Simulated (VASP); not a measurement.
# BAs (I-4m2) in VASP: further runs

The runs below take BAs through single point, with HSE06, r2SCAN.

Program: VASP 6.6.1. These are calculated values, not measurements. Logs are shortened: lines on timing, memory, paths and dates and some standing lists are left out, and cuts for length are marked.

## (1) The cell of the first run

The structure is tetragonal, space group I-4m2 (No. 119). Conventional cell: a = 3.383 Å, b = 3.383 Å, c = 4.879 Å, α = 90.00°, β = 90.00°, γ = 90.00°. Within 2.8 Å of B (site symmetry -4m2) lie 4 As at 2.09 Å. As (site symmetry -4m2) has 4 B at 2.09 Å within 2.8 Å.

## (2) Single point, HSE06 (uniaxial z strain +2.0%)

POSCAR

```
BAs
1.0
    0.0000000000      2.3918676041      2.4397049562
    2.3918676041      0.0000000000      2.4397049562
    2.3918676041      2.3918676041      0.0000000000
B As
1 1
Direct
    0.0000000000      0.0000000000      0.0000000000
    0.2500000000      0.2500000000      0.2500000000
```

INCAR.step1

```
SYSTEM = BAs
ALGO = Normal
EDIFF = 1E-5
ENCUT = 520
GGA = PE
ISIF = 2
ISMEAR = 0
LASPH = .TRUE.
LREAL = .FALSE.
LWAVE = .TRUE.
NBANDS = 11
NELM = 80
PREC = Accurate
SIGMA = 0.01
```

INCAR.step2

```
SYSTEM = BAs
ALGO = Normal
EDIFF = 1E-6
ENCUT = 520
GGA = PE
HFSCREEN = 0.2079
ISIF = 2
ISMEAR = 0
ISTART = 1
LASPH = .TRUE.
LCHARG = .TRUE.
LELF = .TRUE.
LHFCALC = .TRUE.
LREAL = .FALSE.
LVHAR = .TRUE.
LWAVE = .FALSE.
NBANDS = 11
NELM = 80
PREC = Accurate
PRECFOCK = Normal
SIGMA = 0.01
```

KPOINTS

```
k-points
0
G
  6 6 6
  0 0 0
```

Potentials or basis: VASP PAW PBE potentials, release 64 (B, As).

Command:

```console
cat potpaw_PBE.64/B/POTCAR potpaw_PBE.64/As/POTCAR > POTCAR
cp INCAR.step1 INCAR
mpirun -np 1 vasp_std > vasp.out
cp INCAR.step2 INCAR
mpirun -np 1 vasp_std > vasp.out
```

OUTCAR:

```text
SYSTEM = BAs
   EDIFF = 1E-6
   ENCUT = 520
   GGA = PE
   HFSCREEN = 0.2079
   ISIF = 2
   ISMEAR = 0
   ISTART = 1
   LASPH = .TRUE.
   LHFCALC = .TRUE.
   LREAL = .FALSE.
   NELM = 80
   PREC = Accurate
   PRECFOCK = Normal

 ion  position               nearest neighbor table
   1  0.000  0.000  0.000-   2 2.09   2 2.09   2 2.09   2 2.09
   2  0.250  0.250  0.250-   1 2.09   1 2.09   1 2.09   1 2.09

  LATTYP: Found a body centered tetragonal cell.
 ALAT       =     3.3826116051
 C/A-ratio  =     1.4424978336

  Lattice vectors:

 A1 = (  -2.3918676041,   0.0000000000,   2.4397049562)
 A2 = (   2.3918676041,   0.0000000000,   2.4397049562)
 A3 = (   0.0000000000,   2.3918676041,  -2.4397049562)

Analysis of symmetry for initial positions (statically):
=====================================================================
 Subroutine PRICEL returns:
 Original cell was already a primitive cell.

 Routine SETGRP: Setting up the symmetry group for a
 body centered tetragonal supercell.

 Subroutine GETGRP returns: Found  8 space group operations
 (whereof  8 operations were pure point group operations)
 out of a pool of 16 trial point group operations.

The static configuration has the point symmetry D_2d.

Analysis of symmetry for dynamics (positions and initial velocities):
=====================================================================
 Subroutine PRICEL returns:
 Original cell was already a primitive cell.

 Routine SETGRP: Setting up the symmetry group for a
 body centered tetragonal supercell.

 Subroutine GETGRP returns: Found  8 space group operations
 (whereof  8 operations were pure point group operations)
 out of a pool of 16 trial point group operations.

The dynamic configuration has the point symmetry D_2d.

 Subroutine INISYM returns: Found  8 space group operations
 (whereof  8 operations are pure point group operations),
 and found     1 'primitive' translations

----------------------------------------------------------------------------------------

                                     Primitive cell

  volume of cell :      27.9153

  direct lattice vectors                    reciprocal lattice vectors
     0.000000000  2.391867604  2.439704956    -0.209041671  0.209041671  0.204942814
     2.391867604  0.000000000  2.439704956     0.209041671 -0.209041671  0.204942814
     2.391867604  2.391867604  0.000000000     0.209041671  0.209041671 -0.204942814

  length of vectors
     3.416605173  3.416605173  3.382611605     0.359719887  0.359719887  0.359719887

  position of ions in fractional coordinates (direct lattice)
     0.000000000  0.000000000  0.000000000
     0.250000000  0.250000000  0.250000000

  ion indices of the primitive-cell ions
   primitive index   ion index
                 1           1
                 2           2

----------------------------------------------------------------------------------------

 KPOINTS: k-points

Automatic generation of k-mesh.
 Grid dimensions read from file:
 generate k-points for:    6    6    6

 Generating k-lattice:

  Cartesian coordinates                     Fractional coordinates (reciprocal lattice)
    -0.034840278  0.034840278  0.034157136     0.166666667  0.000000000  0.000000000
     0.034840278 -0.034840278  0.034157136     0.000000000  0.166666667  0.000000000
     0.034840278  0.034840278 -0.034157136     0.000000000  0.000000000  0.166666667

  Length of vectors
     0.059953315  0.059953315  0.059953315

  Shift w.r.t. Gamma in fractional coordinates (k-lattice)
     0.000000000  0.000000000  0.000000000

 Subroutine IBZKPT returns following result:
 ===========================================

 Found     30 irreducible k-points:

 Following reciprocal coordinates:
            Coordinates               Weight
  0.000000  0.000000  0.000000      1.000000
  0.166667  0.000000  0.000000      8.000000
  0.333333  0.000000  0.000000      8.000000
  0.500000  0.000000  0.000000      4.000000
  0.166667  0.166667  0.000000      2.000000
  0.333333  0.166667  0.000000      8.000000
[... 16 lines left out ...]
  0.333333  0.000000  0.333333      4.000000
  0.500000  0.000000  0.333333     16.000000
 [... further k-points ...]
   k-points           NKPTS =     30   k-points in BZ     NKDIM =    216   number of bands    NBANDS=     11
   number of dos      NEDOS =    301   number of ions     NIONS =      2
   total plane-waves  NPLWV =  21952
   dimension x,y,z NGX =    28 NGY =   28 NGZ =   28
   dimension x,y,z NGXF=    56 NGYF=   56 NGZF=   56
   ions per type =               1   1
   NGX,Y,Z   is equivalent  to a cutoff of  13.62, 13.62, 13.76 a.u.
   NGXF,Y,Z  is equivalent  to a cutoff of  27.25, 27.25, 27.52 a.u.
 SYSTEM =  BAs
   PREC   = accura    normal or accurate (medium, high low for compatibility)
   ISTART =      1    job   : 0-new  1-cont  2-samecut
   ICHARG =      0    charge: 1-file 2-atom 10-const
   ISPIN  =      1    spin polarized calculation?
   LNONCOLLINEAR =      F non collinear calculations
   LSORBIT =      F    spin-orbit coupling
   LASPH  =      T    aspherical Exc in radial PAW
   ENCUT  =  520.0 eV  38.22 Ry    6.18 a.u.   6.35  6.35  6.29*2*pi/ulx,y,z
   NELM   =     80;   NELMIN=  2; NELMDL=  0     # of ELM steps
   EDIFF  = 0.1E-05   stopping-criterion for ELM
   LREAL  =      F    real-space projection
   EDIFFG = 0.1E-04   stopping-criterion for IOM
   NSW    =      0    number of steps for IOM
   IBRION =     -1    ionic relax: 0-MD 1-quasi-New 2-CG
   NFREE  =      0    steps in history (QN), initial steepest desc. (CG)
   ISIF   =      2    stress and relaxation
   ISYM   =      3    0-nonsym 1-usesym 2-fastsym
   POTIM  = 0.5000    time-step for ionic-motion
   TEBEG  =    0.0;   TEEND  =   0.0 temperature during run
   PSTRESS=    0.0 pullay stress
   NELECT =       8.0000    total number of electrons
   NUPDOWN=      -1.0000    fix difference up-down
   EMIN   =  10.00;   EMAX   =-10.00  energy-range for DOS
   EFERMI =   0.00;   METHOD = LEGACY
   ISMEAR =     0;   SIGMA  =   0.01  broadening in eV -4-tet -1-fermi 0-gaus
   EFERMI_NEDOS =   21; number of points for ismear=-14 and -15
   IALGO  =     38    algorithm
   IMIX   =      1    mixing-type and parameters
     AMIX     =   0.40;   BMIX     =  1.00
     AMIX_MAG =   1.60;   BMIX_MAG =  1.00
  volume/ion in A,a.u.               =      13.96        94.19
  Fermi-wavevector in a.u.,A,eV,Ry     =   1.079338  2.039654 15.850398  1.164971
  Thomas-Fermi vector in A             =   2.215301
   LORBIT       =      0    0 simple, 1 ext, 2 COOP (PROOUT), +10 PAW based schemes
   GGA     = PE    functional components
   LHFCALC =     T    Hartree Fock is set to
   PRECFOCK=normal    Normal, Fast or Accurate (Low or Medium for compatibility)
   ENCUT4O =  -1.0   cutoff for four orbital integrals eV
   NKREDX  =     1    reduce k-point grid by
   NKREDY  =     1    reduce k-point grid by
   NKREDZ  =     1    reduce k-point grid by
   AEXX    =    0.2500 exact exchange contribution
   HFSCREEN=    0.2079 screening length (either q_TF or 0.3 A-1)
   HFSCREENC=   0.2079 screening length for correlation (either q_TF or 0.3 A-1)
   ENCUTFOCK=  -1.0 apply spherical cutoff to Coloumb kernel
   IVDW    =     0    specifies the selected vdW correction
   LEPSILON=     F    determine dielectric tensor
   LRPA    =     F    only Hartree local field effects (RPA)
 non-spin polarized calculation
 Gauss-broadening in eV      SIGMA  =   0.01
  energy-cutoff  :      520.00
  volume of cell :       27.92
 maximum number of plane-waves:       761
 NGX is ok and might be reduce to    28
  NGX = 20; NGY = 20; NGZ = 20

 number of electron       8.0000000 magnetization

 Free energy of the ion-electron system (eV)
  ---------------------------------------------------
  ext. energy  EPLUGINS =         0.00000000
  ---------------------------------------------------
  free energy    TOTEN  =       -13.22836394 eV

  energy without entropy =      -13.22836394  energy(sigma->0) =      -13.22836394

 E-fermi :   5.5782     XC(G=0):  -8.6802

 val. band max:        5.5220350848   @ k =   0.0000   0.0000   0.0000
 cond. band min:       7.3333623926   @ k =   0.3333   0.0000   0.3333
 fundamental gap:      1.8113273078
 Fermi energy:         5.5781706545

 k-point     1 :       0.0000    0.0000    0.0000
  band No.  band energies     occupation
      1     -11.2665      2.00000
      2       5.3178      2.00000
      3       5.5220      2.00000
      4       5.5220      2.00000
      5       9.4953      0.00000
      6       9.4953      0.00000
      7       9.6243      0.00000
      8      10.9957      0.00000
      9      15.9528      0.00000
     10      19.1026      0.00000
     11      19.6787      0.00000

 k-point     2 :       0.1667    0.0000    0.0000
  band No.  band energies     occupation
      1     -10.7776      2.00000
      2       2.3059      2.00000
      3       4.6673      2.00000
      4       4.8336      2.00000
      5       9.5215      0.00000
      6      10.4424      0.00000
      7      10.4970      0.00000
      8      13.0805      0.00000
      9      17.3722      0.00000
     10      17.6146      0.00000
     11      17.8737      0.00000

 k-point     3 :       0.3333    0.0000    0.0000
  band No.  band energies     occupation
      1      -9.4101      2.00000
      2      -1.8229      2.00000
      3       3.7358      2.00000
      4       3.9598      2.00000
      5       9.0330      0.00000
      6      11.1312      0.00000
      7      11.2324      0.00000
      8      15.2868      0.00000
      9      17.8961      0.00000
     10      18.4957      0.00000
     11      18.5836      0.00000

 k-point     4 :       0.5000    0.0000    0.0000
  band No.  band energies     occupation
      1      -8.1673      2.00000
      2      -4.0539      2.00000
      3       3.3869      2.00000
      4       3.6364      2.00000
      5       8.8405      0.00000
      6      11.0560      0.00000
      7      11.2088      0.00000
      8      15.4273      0.00000
      9      19.3247      0.00000
     10      21.0969      0.00000
     11      21.3324      0.00000

 k-point     5 :       0.1667    0.1667    0.0000
  band No.  band energies     occupation
      1     -10.6283      2.00000
      2       2.8486      2.00000
      3       3.7535      2.00000
      4       3.7535      2.00000
      5       8.5852      0.00000
      6      11.9752      0.00000
      7      11.9752      0.00000
      8      12.0160      0.00000
      9      15.8171      0.00000
     10      18.1495      0.00000
     11      20.3505      0.00000
[... 211 lines left out ...]
 k-point    21 :      -0.1667    0.3333    0.1667
  band No.  band energies     occupation
      1      -8.2085      2.00000
      2      -1.9405      2.00000
      3       0.1963      2.00000
      4       2.1269      2.00000
      5      10.0284      0.00000
      6      11.5279      0.00000
      7      12.4250      0.00000
      8      15.4517      0.00000
      9      18.1704      0.00000
     10      20.3289      0.00000
     11      22.8040      0.00000

 k-point    22 :      -0.3333    0.5000    0.1667
  band No.  band energies     occupation
      1      -6.6470      2.00000
      2      -3.6292      2.00000
      3       0.0619      2.00000
      4       0.2556      2.00000
      5      10.2247      0.00000
      6      10.5113      0.00000
      7      15.2124      0.00000
      8      15.4106      0.00000
      9      18.9484      0.00000
     10      22.1822      0.00000
     11      22.4276      0.00000

 k-point    23 :       0.3333    0.0000    0.3333
  band No.  band energies     occupation
      1      -8.7027      2.00000
      2      -0.9654      2.00000
      3       1.6958      2.00000
      4       1.7470      2.00000
      5       7.3334      0.00000
      6       9.3417      0.00000
      7      15.5031      0.00000
      8      15.9919      0.00000
      9      18.1860      0.00000
     10      21.9783      0.00000
     11      22.4766      0.00000

 k-point    24 :       0.5000    0.0000    0.3333
  band No.  band energies     occupation
      1      -7.2996      2.00000
      2      -2.9320      2.00000
      3       0.1311      2.00000
      4       1.4893      2.00000
      5       7.9294      0.00000
      6      10.0604      0.00000
      7      15.8105      0.00000
      8      16.3150      0.00000
      9      19.0628      0.00000
     10      22.1121      0.00000
     11      22.9852      0.00000

 [... further k-points ...]
[... 5 lines left out ...]
  --------------------------------------------------------------------------------------
  -------------------------------------------------------------------------------------
  Total       -0.4186892     -0.4186892     -1.1950070      0.0000000      0.0000000      0.0000000
  in kB      -24.0303860    -24.0303860    -68.5866274      0.0000000      0.0000000      0.0000000
  external PRESSURE =     -38.8824665 kB  Pullay stress =       0.0000000 kB

 VOLUME and BASIS-vectors are now :
 -----------------------------------------------------------------------------
  energy-cutoff  :      520.00
  volume of cell :       27.92
      direct lattice vectors                 reciprocal lattice vectors
     0.000000000  2.391867604  2.439704956    -0.209041671  0.209041671  0.204942814
     2.391867604  0.000000000  2.439704956     0.209041671 -0.209041671  0.204942814
     2.391867604  2.391867604  0.000000000     0.209041671  0.209041671 -0.204942814

 POSITION                                       TOTAL-FORCE (eV/Angst)
 -----------------------------------------------------------------------------------
      0.00000      0.00000      0.00000         0.000000      0.000000     -0.000000
      1.19593      1.19593      1.21985         0.000000      0.000000      0.000000
 -----------------------------------------------------------------------------------
    total drift:                               -0.000000     -0.000000      0.000000

  FREE ENERGIE OF THE ION-ELECTRON SYSTEM (eV)
  ---------------------------------------------------
  free  energy   TOTEN  =       -13.2283639400 eV

  energy  without entropy=      -13.2283639400  energy(sigma->0) =      -13.22836394
```

Run time: 24 min. Hardware: 1 thread of Intel Xeon Platinum 8259CL at 2.50GHz (Skylake/Cascade Lake), shared host; peak memory 0.27 GiB.

What came out:

```yaml
Free_energy: -13.2284 eV
Pressure: -3.9 GPa
Band_gap_on_the_k_mesh: 1.81 eV (least direct gap 3.97 eV)
```

Caveat: the cell differs from its parent crystal (uniaxial z strain +2.0%); the cell stands under tension; the PAW data sets were made with another functional, which shifts forces and pressure a little. A k mesh can miss the band edges.

## (3) Single point, r2SCAN, non-collinear spin, zero start, spin-orbit coupling (uniaxial z strain +4.0%)

POSCAR

```
BAs
1.0
    0.0000000000      2.3918676041      2.4875423082
    2.3918676041      0.0000000000      2.4875423082
    2.3918676041      2.3918676041      0.0000000000
B As
1 1
Direct
    0.0000000000      0.0000000000      0.0000000000
    0.2500000000      0.2500000000      0.2500000000
```

INCAR.step1

```
SYSTEM = BAs
  PREC = Accurate
  ENCUT = 520
  ISMEAR = -1
  SIGMA = 0.02
  LREAL = .False.
  LASPH = .True.
  NELM = 150
  LNONCOLLINEAR = .True.
  MAGMOM = 0 0 0 0 0 0
  LSORBIT = .True.
  GGA_COMPAT = .False.
  NBANDS = 20
  GGA = PE
  ALGO = Normal
  EDIFF = 1E-4
  LWAVE = .True.
  LCHARG = .False.
```

INCAR.step2

```
SYSTEM = BAs
  PREC = Accurate
  ENCUT = 520
  EDIFF = 1E-7
  ISMEAR = -1
  SIGMA = 0.02
  LREAL = .False.
  LASPH = .True.
  NELM = 150
  ALGO = Normal
  ISIF = 2
  LWAVE = .False.
  LCHARG = .False.
  LNONCOLLINEAR = .True.
  MAGMOM = 0 0 0 0 0 0
  LORBIT = 11
  LSORBIT = .True.
  GGA_COMPAT = .False.
  LORBMOM = .True.
  METAGGA = R2SCAN
  LMIXTAU = .True.
  NBANDS = 20
  ISTART = 1
```

KPOINTS

```
Automatic mesh
0
Gamma
  10 10 10
  0 0 0
```

Potentials or basis: VASP PAW PBE potentials, release 64 (B, As).

Command:

```console
cat potpaw_PBE.64/B/POTCAR potpaw_PBE.64/As/POTCAR > POTCAR
cp INCAR.step1 INCAR
mpirun -np 1 vasp_ncl > vasp.out
cp INCAR.step2 INCAR
mpirun -np 1 vasp_ncl > vasp.out
```

It took 26 min on 1 thread of Intel Xeon Platinum 8259CL at 2.50GHz (Skylake/Cascade Lake), shared host; peak memory 0.37 GiB.

The run converged. Its results:

- Free energy: -22.2298 eV
- Pressure: -4.9 GPa
- Net moment: 0.00 μB per cell
- Valence electrons inside the program's atomic spheres: B 1.78; As 2.92

Stress tensor (GPa, compression positive):
```
 -1.97   0.00   0.00
  0.00  -1.97   0.00
  0.00   0.00 -10.83
```

Moments on the atoms (μB; x, y, z):
```
B   0.00 0.00 0.00
As  0.00 0.00 0.00
```

Caveat: the cell differs from its parent crystal (uniaxial z strain +4.0%); the stress differs along the axes, from -11 to -2 GPa; the PAW data sets were made with another functional, which shifts forces and pressure a little.
